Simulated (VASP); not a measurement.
# SiGe (P6_3mc) in VASP: further runs

SiGe is run at these levels: r2SCAN; tasks: relaxation of cell and atoms.

All numbers are computed with VASP 6.6.1; they aren't measurements. Logs are shortened: lines on timing, memory, paths and dates and some standing lists are left out, and cuts for length are marked.

## Step 1: The cell of the first run

The structure is hexagonal, space group P6_3mc (No. 186). The conventional cell has a = 3.633 Å, b = 3.633 Å, c = 6.024 Å, α = 90.00°, β = 90.00°, γ = 120.00°. Si (site symmetry 3m) has 4 Ge at 2.23 to 2.25 Å within 3.0 Å. Within 3.0 Å of Ge (site symmetry 3m) lie 4 Si at 2.23 to 2.25 Å.

## Step 2: Relaxation of cell and atoms, r2SCAN, target pressure 30 GPa, at which the enthalpy is minimised

POSCAR

```
SiGe
1.0
    3.6328953111      0.0000000000      0.0000000000
   -1.8164476555      3.1461796287      0.0000000000
    0.0000000000      0.0000000000      6.0241091046
Si Ge
2 2
Direct
    0.6666666667      0.3333333333      0.8738834844
    0.3333333333      0.6666666667      0.3738834844
    0.6666666667      0.3333333333      0.5011155156
    0.3333333333      0.6666666667      0.0011155156
```

INCAR.step1

```
PREC = Accurate
ENCUT = 600
ISMEAR = 0
SIGMA = 0.02
LREAL = F
LASPH = T
NELM = 100
GGA = PE
ALGO = Normal
EDIFF = 1E-4
LWAVE = T
LCHARG = F
```

INCAR.step2

```
PREC = Accurate
ENCUT = 600
EDIFF = 1E-6
ISMEAR = 0
SIGMA = 0.02
LREAL = F
LASPH = T
NELM = 100
ALGO = Normal
ISIF = 3
LWAVE = F
LCHARG = F
METAGGA = R2SCAN
LMIXTAU = T
IBRION = 2
NSW = 70
EDIFFG = -0.008
PSTRESS = 300.0
ISTART = 1
```

KPOINTS

```
Automatic mesh
0
Gamma
  12 12 6
```

Potentials or basis: VASP PAW PBE potentials, release 64 (Si, Ge_d).

The run is started by

```bash
$ cat potpaw_PBE.64/Si/POTCAR potpaw_PBE.64/Ge_d/POTCAR > POTCAR
$ cp INCAR.step1 INCAR
$ mpirun -np 1 vasp_std > vasp.out
$ cp INCAR.step2 INCAR
$ mpirun -np 1 vasp_std > vasp.out
```

OUTCAR:

```text
PREC = Accurate
   ENCUT = 600
   EDIFF = 1E-6
   ISMEAR = 0
   LREAL = F
   LASPH = T
   NELM = 100
   ISIF = 3
   METAGGA = R2SCAN
   IBRION = 2
   NSW = 70
   EDIFFG = -0.008
   PSTRESS = 300.0
   ISTART = 1

 ion  position               nearest neighbor table
   1  0.667  0.333  0.874-   4 2.23   4 2.23   4 2.23   3 2.25
   2  0.333  0.667  0.374-   3 2.23   3 2.23   3 2.23   4 2.25
   3  0.667  0.333  0.501-   2 2.23   2 2.23   2 2.23   1 2.25
   4  0.333  0.667  0.001-   1 2.23   1 2.23   1 2.23   2 2.25

  LATTYP: Found a hexagonal cell.
 ALAT       =     3.6328953111
 C/A-ratio  =     1.6582115885

  Lattice vectors:

 A1 = (   3.6328953111,   0.0000000000,   0.0000000000)
 A2 = (  -1.8164476555,   3.1461796287,   0.0000000000)
 A3 = (   0.0000000000,   0.0000000000,   6.0241091046)

Analysis of symmetry for initial positions (statically):
=====================================================================
 Subroutine PRICEL returns:
 Original cell was already a primitive cell.

 Routine SETGRP: Setting up the symmetry group for a
 hexagonal supercell.

 Subroutine GETGRP returns: Found 12 space group operations
 (whereof  6 operations were pure point group operations)
 out of a pool of 24 trial point group operations.

The static configuration has the point symmetry C_3v.
 The point group associated with its full space group is C_6v.

Analysis of symmetry for dynamics (positions and initial velocities):
=====================================================================
 Subroutine PRICEL returns:
 Original cell was already a primitive cell.

 Routine SETGRP: Setting up the symmetry group for a
 hexagonal supercell.

 Subroutine GETGRP returns: Found 12 space group operations
 (whereof  6 operations were pure point group operations)
 out of a pool of 24 trial point group operations.

The dynamic configuration has the point symmetry C_3v.
 The point group associated with its full space group is C_6v.

 Subroutine INISYM returns: Found 12 space group operations
 (whereof  6 operations are pure point group operations),
 and found     1 'primitive' translations

----------------------------------------------------------------------------------------

                                     Primitive cell

  volume of cell :      68.8540

  direct lattice vectors                    reciprocal lattice vectors
     3.632895311  0.000000000  0.000000000     0.275262543  0.158922903  0.000000000
    -1.816447655  3.146179629  0.000000000     0.000000000  0.317845806  0.000000000
     0.000000000  0.000000000  6.024109105     0.000000000  0.000000000  0.165999650

  length of vectors
     3.632895311  3.632895311  6.024109105     0.317845806  0.317845806  0.165999650

  position of ions in fractional coordinates (direct lattice)
     0.666666667  0.333333333  0.873883484
     0.333333333  0.666666667  0.373883484
     0.666666667  0.333333333  0.501115516
     0.333333333  0.666666667  0.001115516

  ion indices of the primitive-cell ions
   primitive index   ion index
                 1           1
                 2           2
                 3           3
                 4           4

----------------------------------------------------------------------------------------

 KPOINTS: Automatic mesh

Automatic generation of k-mesh.
 Grid dimensions read from file:
 generate k-points for:   12   12    6

 Generating k-lattice:

  Cartesian coordinates                     Fractional coordinates (reciprocal lattice)
     0.022938545  0.013243575  0.000000000     0.083333333 -0.000000000  0.000000000
     0.000000000  0.026487151  0.000000000     0.000000000  0.083333333  0.000000000
     0.000000000  0.000000000  0.027666608     0.000000000  0.000000000  0.166666667

  Length of vectors
     0.026487151  0.026487151  0.027666608

  Shift w.r.t. Gamma in fractional coordinates (k-lattice)
     0.000000000  0.000000000  0.000000000

 Subroutine IBZKPT returns following result:
 ===========================================

 Found     76 irreducible k-points:

 Following reciprocal coordinates:
            Coordinates               Weight
  0.000000  0.000000  0.000000      1.000000
  0.083333  0.000000  0.000000      6.000000
  0.166667  0.000000  0.000000      6.000000
  0.250000  0.000000  0.000000      6.000000
  0.333333  0.000000  0.000000      6.000000
  0.416667  0.000000  0.000000      6.000000
[... 16 lines left out ...]
  0.250000  0.000000  0.166667     12.000000
  0.333333  0.000000  0.166667     12.000000
 [... further k-points ...]
   k-points           NKPTS =     76   k-points in BZ     NKDIM =     76   number of bands    NBANDS=     22
   number of dos      NEDOS =    301   number of ions     NIONS =      4
   total plane-waves  NPLWV =  43200
   dimension x,y,z NGX =    30 NGY =   30 NGZ =   48
   dimension x,y,z NGXF=    60 NGYF=   60 NGZF=   96
   ions per type =               2   2
   NGX,Y,Z   is equivalent  to a cutoff of  13.73, 13.73, 13.25 a.u.
   NGXF,Y,Z  is equivalent  to a cutoff of  27.46, 27.46, 26.49 a.u.
 SYSTEM =  unknown system
   PREC   = accura    normal or accurate (medium, high low for compatibility)
   ISTART =      1    job   : 0-new  1-cont  2-samecut
   ICHARG =      0    charge: 1-file 2-atom 10-const
   ISPIN  =      1    spin polarized calculation?
   LNONCOLLINEAR =      F non collinear calculations
   LSORBIT =      F    spin-orbit coupling
   LASPH  =      T    aspherical Exc in radial PAW
   ENCUT  =  600.0 eV  44.10 Ry    6.64 a.u.   7.26  7.26 12.03*2*pi/ulx,y,z
   NELM   =    100;   NELMIN=  2; NELMDL=  0     # of ELM steps
   EDIFF  = 0.1E-05   stopping-criterion for ELM
   LREAL  =      F    real-space projection
   EDIFFG = -.8E-02   stopping-criterion for IOM
   NSW    =     70    number of steps for IOM
   IBRION =      2    ionic relax: 0-MD 1-quasi-New 2-CG
   NFREE  =      1    steps in history (QN), initial steepest desc. (CG)
   ISIF   =      3    stress and relaxation
   ISYM   =      2    0-nonsym 1-usesym 2-fastsym
   POTIM  = 0.5000    time-step for ionic-motion
   TEBEG  =    0.0;   TEEND  =   0.0 temperature during run
   PSTRESS=  300.0 pullay stress
   NELECT =      36.0000    total number of electrons
   NUPDOWN=      -1.0000    fix difference up-down
   EMIN   =  10.00;   EMAX   =-10.00  energy-range for DOS
   EFERMI =   0.00;   METHOD = LEGACY
   ISMEAR =     0;   SIGMA  =   0.02  broadening in eV -4-tet -1-fermi 0-gaus
   EFERMI_NEDOS =   21; number of points for ismear=-14 and -15
   IALGO  =     38    algorithm
   IMIX   =      4    mixing-type and parameters
     AMIX     =   0.40;   BMIX     =  1.00
     AMIX_MAG =   1.60;   BMIX_MAG =  1.00
  volume/ion in A,a.u.               =      17.21       116.16
  Fermi-wavevector in a.u.,A,eV,Ry     =   1.318862  2.492287 23.665922  1.739396
  Thomas-Fermi vector in A             =   2.448801
   LORBIT       =      0    0 simple, 1 ext, 2 COOP (PROOUT), +10 PAW based schemes
   METAGGA = R2SCAN    functional components
   LHFCALC =     F    Hartree Fock is set to
   AEXX    =    0.0000 exact exchange contribution
   IVDW    =     0    specifies the selected vdW correction
   LEPSILON=     F    determine dielectric tensor
   LRPA    =     F    only Hartree local field effects (RPA)
 conjugate gradient relaxation of ions
 non-spin polarized calculation
 Gauss-broadening in eV      SIGMA  =   0.02
  energy-cutoff  :      600.00
  volume of cell :       68.85
 maximum number of plane-waves:      2322
 NGX is ok and might be reduce to    30
   NGX = 15   NGY = 15   NGZ = 25

--------------------------------------- Ionic step        1  -------------------------------------------

 number of electron      35.9999975 magnetization

 Free energy of the ion-electron system (eV)
  ---------------------------------------------------
  ext. energy  EPLUGINS =         0.00000000
  ---------------------------------------------------
  free energy    TOTEN  =       -43.97288121 eV

  energy without entropy =      -43.97288121  energy(sigma->0) =      -43.97288121

------------------------ aborting loop because EDIFF is reached ----------------------------------------

  FORCE on cell =-STRESS in cart. coord.  units (eV):
  Direction    XX          YY          ZZ          XY          YZ          ZX
  --------------------------------------------------------------------------------------
  -------------------------------------------------------------------------------------
  Total       12.1752001     12.1752001     12.2954008      0.0000000      0.0000000      0.0000000
  in kB      283.3071021    283.3071021    286.1040774      0.0000000      0.0000000      0.0000000
  external PRESSURE =     -15.7605728 kB  Pullay stress =     300.0000000 kB

 VOLUME and BASIS-vectors are now :
 -----------------------------------------------------------------------------
  energy-cutoff  :      600.00
  volume of cell :       68.85
      direct lattice vectors                 reciprocal lattice vectors
     3.632895311  0.000000000  0.000000000     0.275262543  0.158922903  0.000000000
    -1.816447655  3.146179629  0.000000000     0.000000000  0.317845806  0.000000000
     0.000000000  0.000000000  6.024109105     0.000000000  0.000000000  0.165999650
[... 210 lines left out ...]
  FREE ENERGIE OF THE ION-ELECTRON SYSTEM (eV)
  ---------------------------------------------------
  free  energy   TOTEN  =       -43.8714501952 eV

  energy  without entropy=      -43.8714501952  energy(sigma->0) =      -43.87145020

  enthalpy is  TOTEN    =       -31.0837266927 eV   P V=       12.7877235025

--------------------------------------- Ionic step        7  -------------------------------------------

 number of electron      35.9999988 magnetization

 Free energy of the ion-electron system (eV)
  ---------------------------------------------------
  ext. energy  EPLUGINS =         0.00000000
  ---------------------------------------------------
  free energy    TOTEN  =       -43.87126896 eV

  energy without entropy =      -43.87126896  energy(sigma->0) =      -43.87126896

 E-fermi :   8.2115     XC(G=0): -11.4430

 val. band max:        8.1042778088   @ k =   0.0000   0.0000   0.0000
 cond. band min:       8.3215998579   @ k =   0.5000   0.0000   0.0000
 fundamental gap:      0.2173220491
 Fermi energy:         8.2115250227

 k-point     1 :       0.0000    0.0000    0.0000
  band No.  band energies     occupation
      1     -17.5529      2.00000
      2     -17.5528      2.00000
      3     -17.5455      2.00000
      4     -17.5455      2.00000
      5     -17.5389      2.00000
      6     -17.5388      2.00000
[... 14 lines left out ...]
     21      10.1621      0.00000
     22      10.5645      0.00000
[... 552 lines left out ...]
  band No.  band energies     occupation
      1     -17.5598      2.00000
      2     -17.5521      2.00000
      3     -17.5401      2.00000
      4     -17.5358      2.00000
      5     -17.5289      2.00000
      6     -17.5266      2.00000
[... 14 lines left out ...]
     21      10.9158      0.00000
     22      12.0309      0.00000

 [... further k-points ...]
[... 5 lines left out ...]
  --------------------------------------------------------------------------------------
  -------------------------------------------------------------------------------------
  Total       12.7789107     12.7789107     12.8173300      0.0000000      0.0000000      0.0000000
  in kB      299.7976353    299.7976353    300.6989649      0.0000000      0.0000000      0.0000000
  external PRESSURE =       0.0980785 kB  Pullay stress =     300.0000000 kB

 VOLUME and BASIS-vectors are now :
 -----------------------------------------------------------------------------
  energy-cutoff  :      600.00
  volume of cell :       68.29
      direct lattice vectors                 reciprocal lattice vectors
     3.618959292  0.000000000  0.000000000     0.276322533  0.159534889  0.000000000
    -1.809479646  3.134110682  0.000000000    -0.000000000  0.319069778 -0.000000000
    -0.000000000  0.000000000  6.021132529     0.000000000  0.000000000  0.166081712

 POSITION                                       TOTAL-FORCE (eV/Angst)
 -----------------------------------------------------------------------------------
      1.80948      1.04470      5.25820        -0.000000      0.000000      0.005947
     -0.00000      2.08941      2.24764        -0.000000      0.000000      0.005947
      1.80948      1.04470      3.02085         0.000000     -0.000000     -0.005947
     -0.00000      2.08941      0.01028         0.000000     -0.000000     -0.005947
 -----------------------------------------------------------------------------------
    total drift:                                0.000000      0.000001     -0.004969

  FREE ENERGIE OF THE ION-ELECTRON SYSTEM (eV)
  ---------------------------------------------------
  free  energy   TOTEN  =       -43.8712689617 eV

  energy  without entropy=      -43.8712689617  energy(sigma->0) =      -43.87126896

  enthalpy is  TOTEN    =       -31.0837324611 eV   P V=       12.7875365006

 reached required accuracy - stopping structural energy minimisation
```

Run time: 71 min. Hardware: 1 thread of Oxide Virtual Turin-like, shared host; peak memory 0.27 GiB.

Results:

- Free energy: -43.8713 eV
- Relaxed volume: 17.07 Å³/atom
- Relaxed cell: a = 3.619 Å, b = 3.619 Å, c = 6.021 Å, α = 90.00°, β = 90.00°, γ = 120.00°
- Space group after relaxing (to 0.1 Å): P6_3mc (No. 186)
- Energy change on relaxing (the run minimises the enthalpy): +25.4 meV/atom
- Ionic steps: 7
- Pressure after relaxing: 30.0 GPa
- Largest force after relaxing: 0.006 eV/Å
- Band gap on the k mesh: 0.22 eV (least direct gap 1.52 eV)

Forces in eV/Å, atoms in the order of the input:
```
Si   0.000  0.000  0.006
Si   0.000  0.000  0.006
Ge   0.000  0.000 -0.006
Ge   0.000  0.000 -0.006
```

Stress tensor (GPa, compression positive):
```
29.98  0.00  0.00
 0.00 29.98  0.00
 0.00  0.00 30.07
```

The path:
| step | energy change (eV) | largest force (eV/Å) | pressure (GPa) | volume (Å³) |
| --- | --- | --- | --- | --- |
| 1 | 0.0000 | 0.0526 | 28.42 | 68.85 |
| 2 | 0.3215 | 0.0045 | 33.37 | 67.18 |
| 3 | 0.1057 | 0.0368 | 30.08 | 68.27 |
| 4 | 0.1035 | 0.0379 | 30.03 | 68.28 |
| 5 | 0.1023 | 0.0114 | 30.01 | 68.29 |
| 6 | 0.1014 | 0.0117 | 29.99 | 68.29 |
| 7 | 0.1016 | 0.0059 | 30.01 | 68.29 |

Final structure:
```xyz
4
Lattice="3.6190 0.0000 0.0000 -1.8095 3.1341 0.0000 0.0000 0.0000 6.0211" Properties=species:S:1:pos:R:3 pbc="T T T"
Si    1.8095    1.0447    5.2582
Si    0.0000    2.0894    2.2476
Ge    1.8095    1.0447    3.0208
Ge    0.0000    2.0894    0.0103
```

Caveat: the cell is relaxed towards a set pressure, so the run minimises the enthalpy, not the energy; semilocal functionals underestimate gaps, and a narrow one can read as zero; the PAW data sets were made with another functional, which shifts forces and pressure a little.

## Step 3: Relaxation of cell and atoms, r2SCAN, target pressure 15 GPa, at which the enthalpy is minimised

This run uses another cell than the first one, of 18.57 Å³/atom.

POSCAR

```
SiGe
1.0
    3.7277587179      0.0000000000      0.0000000000
   -1.8638793589      3.2283337489      0.0000000000
    0.0000000000      0.0000000000      6.1712490779
Si Ge
2 2
Direct
    0.6666666667      0.3333333333      0.8741591570
    0.3333333333      0.6666666667      0.3741591570
    0.6666666667      0.3333333333      0.5008398430
    0.3333333333      0.6666666667      0.0008398430
```

INCAR.step1

```
SYSTEM = SiGe
PREC = Accurate
ENCUT = 600
ISMEAR = 0
SIGMA = 0.02
LREAL = .False.
LASPH = .True.
NELM = 60
GGA = PE
ALGO = Normal
EDIFF = 1E-4
LWAVE = .True.
LCHARG = .False.
```

INCAR.step2

```
SYSTEM = SiGe
PREC = Accurate
ENCUT = 600
EDIFF = 1E-6
ISMEAR = 0
SIGMA = 0.02
LREAL = .False.
LASPH = .True.
NELM = 60
ALGO = Normal
ISIF = 3
LWAVE = .False.
LCHARG = .False.
METAGGA = R2SCAN
LMIXTAU = .True.
IBRION = 2
NSW = 70
EDIFFG = -0.008
PSTRESS = 150.0
ISTART = 1
```

KPOINTS

```
regular mesh
0
Gamma
  12 12 6
  0 0 0
```

Potentials or basis: VASP PAW PBE potentials, release 64 (Si, Ge_d).

The run is started by

```bash
$ cat potpaw_PBE.64/Si/POTCAR potpaw_PBE.64/Ge_d/POTCAR > POTCAR
$ cp INCAR.step1 INCAR
$ mpirun -np 1 vasp_std > vasp.out
$ cp INCAR.step2 INCAR
$ mpirun -np 1 vasp_std > vasp.out
```

Run time: 32 min. Hardware: 1 thread of Oxide Virtual Turin-like, shared host; peak memory 0.28 GiB.

It converged, with:

* Free energy: -44.7348 eV
* Relaxed volume: 18.65 Å³/atom
* Relaxed cell: a = 3.731 Å, b = 3.731 Å, c = 6.186 Å, α = 90.00°, β = 90.00°, γ = 120.00°
* Space group after relaxing (to 0.1 Å): P6_3mc (No. 186)
* Energy change on relaxing (the run minimises the enthalpy): -7.6 meV/atom
* Ionic steps: 5
* Pressure after relaxing: 15.0 GPa
* Largest force after relaxing: 0.007 eV/Å
* Band gap on the k mesh: 0.42 eV (least direct gap 1.22 eV)

Forces in eV/Å, atoms in the order of the input:
```
Si   0.000  0.000 -0.007
Si   0.000  0.000 -0.007
Ge   0.000  0.000  0.007
Ge   0.000  0.000  0.007
```

Step by step:
```
step  energy change (eV)  largest force (eV/Å)  pressure (GPa)  volume (Å³)
   1              0.0000                0.0334           15.62        74.27
   2             -0.0720                0.0088           14.15        75.04
   3             -0.0306                0.0160           14.99        74.59
   4             -0.0316                0.0144           14.96        74.60
   5             -0.0305                0.0069           15.01        74.59
```

Final structure:
```
Si Ge
1.0
     3.73135    0.00000    0.00000
    -1.86568    3.23145    0.00000
     0.00000    0.00000    6.18576
Si Ge
2 2
Direct
  0.66667 0.33333 0.87394
  0.33333 0.66667 0.37394
  0.66667 0.33333 0.50106
  0.33333 0.66667 0.00106
```

Levels at points of the mesh, in eV from the valence-band top:
| k point | band 14 | band 15 | band 16 | band 17 | band 18 | band 19 | band 20 | band 21 | band 22 |
| --- | --- | --- | --- | --- | --- | --- | --- | --- | --- |
| (0.00, 0.00, 0.00) | -1.91 | -1.91 | -0.48 | 0.00 | 0.00 | 1.22 | 2.14 | 2.14 | 2.46 |
| (0.50, 0.00, 0.00) | -7.11 | -5.69 | -3.83 | -3.70 | -1.85 | 0.42 | 2.58 | 3.42 | 3.49 |
| (0.00, 0.00, 0.50) | -5.13 | -1.18 | -1.18 | -1.18 | -1.18 | 2.04 | 2.04 | 3.34 | 3.34 |
| (0.50, 0.00, 0.50) | -8.57 | -3.12 | -3.12 | -3.05 | -3.05 | 0.93 | 0.93 | 1.87 | 1.87 |

Caveat: the cell is relaxed towards a set pressure, so the run minimises the enthalpy, not the energy; semilocal functionals underestimate gaps, and a narrow one can read as zero; the PAW data sets were made with another functional, which shifts forces and pressure a little. A k mesh can miss the band edges.
